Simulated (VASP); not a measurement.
# BaZrO3 (Pm-3m) in VASP: a series of runs

The runs below take BaZrO3 through relaxation of cell and atoms, single point, with PBE, PBEsol.

All numbers are computed with VASP 6.6.1; they aren't measurements. Logs are shortened: lines on timing, memory, paths and dates and some standing lists are left out, and cuts for length are marked.

### Step 1. The cell of the first run

The structure is cubic, space group Pm-3m (No. 221). The conventional cell has a = 4.191 Å, b = 4.191 Å, c = 4.191 Å, α = 90.00°, β = 90.00°, γ = 90.00°. Ba (site symmetry m-3m) has 12 O at 2.96 Å and 8 Zr at 3.63 Å within 3.9 Å. Zr (site symmetry m-3m) has 6 O at 2.10 Å within 2.8 Å. O (site symmetry 4/mmm) has 2 Zr at 2.10 Å within 2.8 Å.

### Step 2. Relaxation of cell and atoms, PBE, target pressure 10 GPa, at which the enthalpy is minimised

INCAR reads:

```
  PREC = Accurate
  ENCUT = 600
  EDIFF = 1E-7
  ISMEAR = -1
  SIGMA = 0.05
  LREAL = F
  LASPH = T
  NELM = 60
  ALGO = Normal
  ISIF = 3
  LWAVE = F
  LCHARG = F
  GGA = PE
  IBRION = 2
  NSW = 60
  EDIFFG = -0.01
  PSTRESS = 100.0
```

KPOINTS reads:

```
Automatic mesh
0
Gamma
  6 6 6
```

POSCAR reads:

```
BaZrO3
1.0
    4.1913400000      0.0000000000      0.0000000000
    0.0000000000      4.1913400000      0.0000000000
    0.0000000000      0.0000000000      4.1913400000
Ba Zr O
1 1 3
Direct
    0.0000000000      0.0000000000      0.0000000000
    0.5000000000      0.5000000000      0.5000000000
    0.5000000000      0.5000000000      0.0000000000
    0.5000000000      0.0000000000      0.5000000000
    0.0000000000      0.5000000000      0.5000000000
```

Potentials or basis: VASP PAW PBE potentials, release 64 (Ba_sv, Zr_sv, O).

The run is started by

```bash
> cat potpaw_PBE.64/Ba_sv/POTCAR potpaw_PBE.64/Zr_sv/POTCAR potpaw_PBE.64/O/POTCAR > POTCAR
> mpirun -np 1 vasp_std > vasp.out
```

OUTCAR:

```text
PREC = Accurate
   ENCUT = 600
   EDIFF = 1E-7
   ISMEAR = -1
   LREAL = F
   LASPH = T
   NELM = 60
   ISIF = 3
   GGA = PE
   IBRION = 2
   NSW = 60
   EDIFFG = -0.01
   PSTRESS = 100.0

 ion  position               nearest neighbor table
   1  0.000  0.000  0.000-   3 2.96   4 2.96   5 2.96   4 2.96   5 2.96   3 2.96   5 2.96   5 2.96
                             3 2.96   4 2.96   4 2.96   3 2.96   2 3.63   2 3.63   2 3.63   2 3.63
   2  0.500  0.500  0.500-   3 2.10   4 2.10   5 2.10   3 2.10   4 2.10   5 2.10   1 3.63   1 3.63
                             1 3.63   1 3.63   1 3.63   1 3.63   1 3.63   1 3.63
   3  0.500  0.500  0.000-   2 2.10   2 2.10   1 2.96   1 2.96   1 2.96   1 2.96
   4  0.500  0.000  0.500-   2 2.10   2 2.10   1 2.96   1 2.96   1 2.96   1 2.96
   5  0.000  0.500  0.500-   2 2.10   2 2.10   1 2.96   1 2.96   1 2.96   1 2.96

  LATTYP: Found a simple cubic cell.
 ALAT       =     4.1913400000

  Lattice vectors:

 A1 = (   4.1913400000,   0.0000000000,   0.0000000000)
 A2 = (   0.0000000000,   4.1913400000,   0.0000000000)
 A3 = (   0.0000000000,   0.0000000000,   4.1913400000)

Analysis of symmetry for initial positions (statically):
=====================================================================
 Subroutine PRICEL returns:
 Original cell was already a primitive cell.

 Routine SETGRP: Setting up the symmetry group for a
 simple cubic supercell.

 Subroutine GETGRP returns: Found 48 space group operations
 (whereof 48 operations were pure point group operations)
 out of a pool of 48 trial point group operations.

The static configuration has the point symmetry O_h .

Analysis of symmetry for dynamics (positions and initial velocities):
=====================================================================
 Subroutine PRICEL returns:
 Original cell was already a primitive cell.

 Routine SETGRP: Setting up the symmetry group for a
 simple cubic supercell.

 Subroutine GETGRP returns: Found 48 space group operations
 (whereof 48 operations were pure point group operations)
 out of a pool of 48 trial point group operations.

The dynamic configuration has the point symmetry O_h .

 Subroutine INISYM returns: Found 48 space group operations
 (whereof 48 operations are pure point group operations),
 and found     1 'primitive' translations

----------------------------------------------------------------------------------------

                                     Primitive cell

  volume of cell :      73.6307

  direct lattice vectors                    reciprocal lattice vectors
     4.191340000  0.000000000  0.000000000     0.238587182  0.000000000  0.000000000
     0.000000000  4.191340000  0.000000000     0.000000000  0.238587182  0.000000000
     0.000000000  0.000000000  4.191340000     0.000000000  0.000000000  0.238587182

  length of vectors
     4.191340000  4.191340000  4.191340000     0.238587182  0.238587182  0.238587182

  position of ions in fractional coordinates (direct lattice)
     0.000000000  0.000000000  0.000000000
     0.500000000  0.500000000  0.500000000
     0.500000000  0.500000000  0.000000000
     0.500000000  0.000000000  0.500000000
     0.000000000  0.500000000  0.500000000

  ion indices of the primitive-cell ions
   primitive index   ion index
                 1           1
                 2           2
                 3           3
                 4           4
                 5           5

----------------------------------------------------------------------------------------

 KPOINTS: Automatic mesh

Automatic generation of k-mesh.
 Grid dimensions read from file:
 generate k-points for:    6    6    6

 Generating k-lattice:

  Cartesian coordinates                     Fractional coordinates (reciprocal lattice)
     0.039764530  0.000000000  0.000000000     0.166666667  0.000000000  0.000000000
     0.000000000  0.039764530  0.000000000     0.000000000  0.166666667  0.000000000
     0.000000000  0.000000000  0.039764530     0.000000000  0.000000000  0.166666667

  Length of vectors
     0.039764530  0.039764530  0.039764530

  Shift w.r.t. Gamma in fractional coordinates (k-lattice)
     0.000000000  0.000000000  0.000000000

 Subroutine IBZKPT returns following result:
 ===========================================

 Found     20 irreducible k-points:

 Following reciprocal coordinates:
            Coordinates               Weight
  0.000000  0.000000  0.000000      1.000000
  0.166667  0.000000  0.000000      6.000000
  0.333333  0.000000  0.000000      6.000000
  0.500000  0.000000  0.000000      3.000000
  0.166667  0.166667  0.000000     12.000000
  0.333333  0.166667  0.000000     24.000000
[... 12 lines left out ...]
  0.500000  0.500000  0.333333      6.000000
  0.500000  0.500000  0.500000      1.000000
   k-points           NKPTS =     20   k-points in BZ     NKDIM =     20   number of bands    NBANDS=     24
   number of dos      NEDOS =    301   number of ions     NIONS =      5
   total plane-waves  NPLWV =  46656
   dimension x,y,z NGX =    36 NGY =   36 NGZ =   36
   dimension x,y,z NGXF=    72 NGYF=   72 NGZF=   72
   ions per type =               1   1   3
   NGX,Y,Z   is equivalent  to a cutoff of  14.28, 14.28, 14.28 a.u.
   NGXF,Y,Z  is equivalent  to a cutoff of  28.56, 28.56, 28.56 a.u.
 SYSTEM =  unknown system
   PREC   = accura    normal or accurate (medium, high low for compatibility)
   ISTART =      0    job   : 0-new  1-cont  2-samecut
   ICHARG =      2    charge: 1-file 2-atom 10-const
   ISPIN  =      1    spin polarized calculation?
   LNONCOLLINEAR =      F non collinear calculations
   LSORBIT =      F    spin-orbit coupling
   LASPH  =      T    aspherical Exc in radial PAW
   ENCUT  =  600.0 eV  44.10 Ry    6.64 a.u.   8.37  8.37  8.37*2*pi/ulx,y,z
   NELM   =     60;   NELMIN=  2; NELMDL= -5     # of ELM steps
   EDIFF  = 0.1E-06   stopping-criterion for ELM
   LREAL  =      F    real-space projection
   EDIFFG = -.1E-01   stopping-criterion for IOM
   NSW    =     60    number of steps for IOM
   IBRION =      2    ionic relax: 0-MD 1-quasi-New 2-CG
   NFREE  =      1    steps in history (QN), initial steepest desc. (CG)
   ISIF   =      3    stress and relaxation
   ISYM   =      2    0-nonsym 1-usesym 2-fastsym
   POTIM  = 0.5000    time-step for ionic-motion
   TEBEG  =    0.0;   TEEND  =   0.0 temperature during run
   PSTRESS=  100.0 pullay stress
   NELECT =      40.0000    total number of electrons
   NUPDOWN=      -1.0000    fix difference up-down
   EMIN   =  10.00;   EMAX   =-10.00  energy-range for DOS
   EFERMI =   0.00;   METHOD = LEGACY
   ISMEAR =    -1;   SIGMA  =   0.05  broadening in eV -4-tet -1-fermi 0-gaus
   EFERMI_NEDOS =   21; number of points for ismear=-14 and -15
   IALGO  =     38    algorithm
   IMIX   =      4    mixing-type and parameters
     AMIX     =   0.40;   BMIX     =  1.00
     AMIX_MAG =   1.60;   BMIX_MAG =  1.00
  volume/ion in A,a.u.               =      14.73        99.38
  Fermi-wavevector in a.u.,A,eV,Ry     =   1.335802  2.524299 24.277770  1.784366
  Thomas-Fermi vector in A             =   2.464478
   LORBIT       =      0    0 simple, 1 ext, 2 COOP (PROOUT), +10 PAW based schemes
   GGA     = PE    functional components
   LHFCALC =     F    Hartree Fock is set to
   AEXX    =    0.0000 exact exchange contribution
   IVDW    =     0    specifies the selected vdW correction
   LEPSILON=     F    determine dielectric tensor
   LRPA    =     F    only Hartree local field effects (RPA)
 conjugate gradient relaxation of ions
 non-spin polarized calculation
  energy-cutoff  :      600.00
  volume of cell :       73.63
 maximum number of plane-waves:      2517
 NGX is ok and might be reduce to    36
   NGX = 17   NGY = 17   NGZ = 17

--------------------------------------- Ionic step        1  -------------------------------------------

 number of electron      40.0000010 magnetization

 Free energy of the ion-electron system (eV)
  ---------------------------------------------------
  ext. energy  EPLUGINS =         0.00000000
  ---------------------------------------------------
  free energy    TOTEN  =       -41.69366491 eV

  energy without entropy =      -41.69366491  energy(sigma->0) =      -41.69366491

------------------------ aborting loop because EDIFF is reached ----------------------------------------

  FORCE on cell =-STRESS in cart. coord.  units (eV):
  Direction    XX          YY          ZZ          XY          YZ          ZX
  --------------------------------------------------------------------------------------
  -------------------------------------------------------------------------------------
  Total        2.2721713      2.2721713      2.2721713      0.0000000     -0.0000000      0.0000000
  in kB       49.4416518     49.4416518     49.4416518      0.0000000     -0.0000000      0.0000000
  external PRESSURE =     -50.5583482 kB  Pullay stress =     100.0000000 kB

 VOLUME and BASIS-vectors are now :
 -----------------------------------------------------------------------------
  energy-cutoff  :      600.00
  volume of cell :       73.63
      direct lattice vectors                 reciprocal lattice vectors
     4.191340000  0.000000000  0.000000000     0.238587182  0.000000000  0.000000000
     0.000000000  4.191340000  0.000000000     0.000000000  0.238587182  0.000000000
     0.000000000  0.000000000  4.191340000     0.000000000  0.000000000  0.238587182
[... 52 lines left out ...]
  FREE ENERGIE OF THE ION-ELECTRON SYSTEM (eV)
  ---------------------------------------------------
  free  energy   TOTEN  =       -41.3530666260 eV

  energy  without entropy=      -41.3530666260  energy(sigma->0) =      -41.35306663

  enthalpy is  TOTEN    =       -37.0596076379 eV   P V=        4.2934589881

--------------------------------------- Ionic step        3  -------------------------------------------

 number of electron      39.9999992 magnetization

 Free energy of the ion-electron system (eV)
  ---------------------------------------------------
  ext. energy  EPLUGINS =         0.00000000
  ---------------------------------------------------
  free energy    TOTEN  =       -41.60120851 eV

  energy without entropy =      -41.60120851  energy(sigma->0) =      -41.60120851

 E-fermi :   5.1820     XC(G=0): -10.9113

 val. band max:        3.9876457707   @ k =   0.5000   0.5000   0.5000
 cond. band min:       7.2373721200   @ k =   0.0000   0.0000   0.0000
 fundamental gap:      3.2497263493
 Fermi energy:         5.1819809094

 k-point     1 :       0.0000    0.0000    0.0000
  band No.  band energies     occupation
      1     -42.8584      2.00000
      2     -21.2438      2.00000
      3     -21.0592      2.00000
      4     -21.0592      2.00000
      5     -21.0592      2.00000
      6     -12.4296      2.00000
[... 16 lines left out ...]
     23       7.2374      0.00000
     24       8.6773      0.00000
[... 533 lines left out ...]
 POSITION                                       TOTAL-FORCE (eV/Angst)
 -----------------------------------------------------------------------------------
      0.00000      0.00000      0.00000        -0.000000      0.000000      0.000000
      2.07646      2.07646      2.07646         0.000000     -0.000000      0.000000
      2.07646      2.07646      0.00000        -0.000000      0.000000      0.000000
      2.07646     -0.00000      2.07646        -0.000000     -0.000000      0.000000
     -0.00000      2.07646      2.07646         0.000000     -0.000000      0.000000
 -----------------------------------------------------------------------------------
    total drift:                                0.000000      0.000000      0.000000

  FREE ENERGIE OF THE ION-ELECTRON SYSTEM (eV)
  ---------------------------------------------------
  free  energy   TOTEN  =       -41.6012085129 eV

  energy  without entropy=      -41.6012085129  energy(sigma->0) =      -41.60120851

  enthalpy is  TOTEN    =       -37.1307697538 eV   P V=        4.4704387592

 reached required accuracy - stopping structural energy minimisation
```

Wall time 2.8 min (1 thread of Intel Xeon 8259CL, shared host); peak memory 0.24 GiB.

What came out:

```
Free energy                                                : -41.6012 eV
Relaxed volume                                             : 14.32 Å³/atom
Relaxed cell                                               : a = 4.153 Å, b = 4.153 Å, c = 4.153 Å, α = 90.00°, β = 90.00°, γ = 90.00°
Space group after relaxing (to 0.1 Å)                      : Pm-3m (No. 221)
Energy change on relaxing (the run minimises the enthalpy) : +18.5 meV/atom
Ionic steps                                                : 3
Pressure after relaxing                                    : 9.9 GPa
Band gap on the k mesh                                     : 3.25 eV (least direct gap 3.44 eV)
```

Step by step:
```
step  energy change (eV)  largest force (eV/Å)  pressure (GPa)  volume (Å³)
   1              0.0000                0.0000            4.94        73.63
   2              0.3406                0.0000           18.39        68.79
   3              0.0925                0.0000            9.95        71.62
```

Final structure:
```
CELL_PARAMETERS angstrom
4.15292 0.00000 0.00000
0.00000 4.15292 0.00000
0.00000 0.00000 4.15292
ATOMIC_POSITIONS crystal
Ba 0.00000 0.00000 0.00000
Zr 0.50000 0.50000 0.50000
O 0.50000 0.50000 0.00000
O 0.50000 0.00000 0.50000
O 0.00000 0.50000 0.50000
```

Caveat: the cell is relaxed towards a set pressure, so the run minimises the enthalpy, not the energy; spin-orbit coupling is left out, which moves the levels of the heavy elements.

[end of part 1 of 2]
